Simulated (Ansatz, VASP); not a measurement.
# One calculation of Fe3Pb, two programs

```xyz
4
Lattice="0.0000 3.0724 3.0724 3.0724 0.0000 3.0724 3.0724 3.0724 0.0000" Properties=species:S:1:pos:R:3 pbc="T T T"
Fe    1.5362    1.5362    1.5362
Fe    4.6085    4.6085    4.6085
Fe    3.0724    3.0724    3.0724
Pb    0.0000    0.0000    0.0000
```

Alike in both runs: task single point; functional PBE; k mesh 12 × 12 × 12; occupations gaussian, width 0.1 eV; collinear spin.

```csv
,VASP,Ansatz
version,VASP 6.6.1,Ansatz 0.2.0
potentials or method,"VASP PAW PBE potentials, release 64 (Fe, Pb_d), cutoff 520 eV","scalar-relativistic, plane waves, PAW"
valence electrons in the cell,38,62
```

Ansatz gave:

```
gap on the k mesh at the Fermi level (eV)                     : none
pressure (GPa)                                                : 0.0
net moment per atom (μB)                                      : 1.74
size of the moment on the site where the two differ most (μB) : 0.04
```

What did VASP give for the same quantities?

gap on the k mesh at the Fermi level (eV): none; pressure (GPa): 0.0; net moment per atom (μB): 1.74; size of the moment on the site where the two differ most (μB): 0.08.

Site moments also hang on the region over which each program counts them. A gap of «none» marks a metal or a gap that the smearing closes. VASP's potentials hold 38 valence electrons a cell and Ansatz's 62, so a difference there can come from the potentials and not from the codes.

Spin-orbit coupling is off throughout.
